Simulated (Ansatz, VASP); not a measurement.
AlClF2 in VASP and in Ansatz

```
CELL_PARAMETERS angstrom
3.06310 0.00000 0.00000
-1.53155 2.65272 0.00000
0.00000 0.00000 10.61925
ATOMIC_POSITIONS crystal
Al 0.00000 0.00000 0.50000
Cl 0.00000 0.00000 0.00000
F 0.00000 0.00000 0.34483
F 0.00000 0.00000 0.65517
```

Alike in both runs: task relaxation of cell and atoms; functional PBE; k mesh 18 × 18 × 6; occupations gaussian, width 0.1 eV; no spin polarisation.

|  | VASP | Ansatz |
| --- | --- | --- |
| version | VASP 6.6.1 | Ansatz 0.2.0 |
| potentials or method | VASP PAW PBE potentials, release 64 (Al, Cl, F), cutoff 600 eV | scalar-relativistic, plane waves, PAW |
| valence electrons in the cell | 24 | 24 |

Ansatz gave:

```
gap on the k mesh at the Fermi level, each at its own relaxed structure (eV)  : none
relaxed volume (Å³/atom)                                                      : 22.33
relaxed length of the cell vector where the two differ most in proportion (Å) : 10.995
```

Question: Estimate VASP's values.

Answer: gap on the k mesh at the Fermi level, each at its own relaxed structure (eV): none; relaxed volume (Å³/atom): 21.42; relaxed length of the cell vector where the two differ most in proportion (Å): 10.635.

A gap of «none» marks a metal or a gap that the smearing closes.
